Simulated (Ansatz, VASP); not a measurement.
Two plane-wave programs on BN

File INCAR:

```
SYSTEM = BN
PREC = Accurate
ENCUT = 520
EDIFF = 1E-7
ISMEAR = 0
SIGMA = 0.05
LREAL = .False.
LASPH = .True.
NELM = 80
ALGO = Normal
ISIF = 2
LWAVE = .False.
LCHARG = .True.
GGA = PE
LELF = .True.
LVHAR = .True.
NBANDS = 11
```

File KPOINTS:

```
regular mesh
0
Gamma
  12 12 12
  0 0 0
```

File POSCAR:

```
BN
1.0
    0.0000000000      1.8130010000      1.8673910300
    1.8130010000      0.0000000000      1.8673910300
    1.8130010000      1.8130010000      0.0000000000
B N
1 1
Direct
    0.0000000000      0.0000000000      0.0000000000
    0.7500000000      0.7500000000      0.7500000000
```

Input for Ansatz:

```yaml
crystal:
  lattice:
    - [0.0, 1.813001, 1.86739103]
    - [1.813001, 0.0, 1.86739103]
    - [1.813001, 1.813001, 0.0]
  atoms:
    - { symbol: B, position: [0.0, 0.0, 0.0] }
    - { symbol: "N", position: [0.75, 0.75, 0.75] }
basis:
  ecutwfc: 420
kpoints:
  mp_grid: { grid: [12, 12, 12] }
hamiltonian:
  xc: pbe
scf:
  occupations: { method: gaussian, width: 0.05 }
output:
  forces: true
  stress: true
  eigenvalues: true
```

Change from the starting cell: strain +0.000 along x and y, +0.030 along z, atoms carried along.

Alike in both runs: task single point; functional PBE; k mesh 12 × 12 × 12; occupations gaussian, width 0.05 eV; no spin polarisation.

|  | VASP | Ansatz |
| --- | --- | --- |
| version | VASP 6.6.1 | Ansatz 0.2.0 |
| potentials or method | VASP PAW PBE potentials, release 64 (B, N), cutoff 520 eV | scalar-relativistic, plane waves, PAW |
| valence electrons in the cell | 8 | 8 |

```csv
,VASP,Ansatz,Ansatz less VASP
gap on the k mesh at the Fermi level (eV),4.16,4.17,+0.011
least direct gap on the mesh (eV),8.47,8.48,+0.010
pressure (GPa),-10.6,-10.8,-0.14
"traceless stress, the component that is largest in VASP (GPa)",-12.17,-12.15,+0.013
```

With one functional, cell and mesh, what is left measures potentials, basis and numerics.
